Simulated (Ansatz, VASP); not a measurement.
# Two plane-wave programs on Al3Ni2

```
CELL_PARAMETERS angstrom
3.90306 0.00000 0.00000
-1.95153 3.38015 0.00000
0.00000 0.00000 4.73798
ATOMIC_POSITIONS crystal
Al 0.00000 0.00000 0.00000
Al 0.33333 0.66667 0.64778
Al 0.66667 0.33333 0.35222
Ni 0.33333 0.66667 0.14557
Ni 0.66667 0.33333 0.85443
```

Change from the starting cell: strain -0.025 along x and y, -0.025 along z, atoms carried along.

Alike in both runs: task single point; functional PBEsol; k mesh 12 × 12 × 10; occupations gaussian, width 0.15 eV; no spin polarisation.

```csv
,VASP,Ansatz
version,VASP 6.6.1,Ansatz 0.2.0
potentials or method,"VASP PAW PBE potentials, release 64 (Al, Ni), cutoff 520 eV","scalar-relativistic, plane waves, PAW"
valence electrons in the cell,29,45
```

```tsv
	VASP	Ansatz	Ansatz less VASP
gap on the k mesh at the Fermi level (eV)	none	none	-
pressure (GPa)	13.4	12.9	-0.48
traceless stress, the component that is largest in VASP (GPa)	0.59	0.57	-0.017
rms of the force components (eV/Å)	0.072	0.069	-0.0023
```

VASP's potentials were made for PBE, not for PBEsol. Atom by atom the forces differ by 0.005 eV/Å (rms over components). A gap of «none» marks a metal or a gap that the smearing closes. VASP's potentials hold 29 valence electrons a cell and Ansatz's 45, so a difference there can come from the potentials and not from the codes.
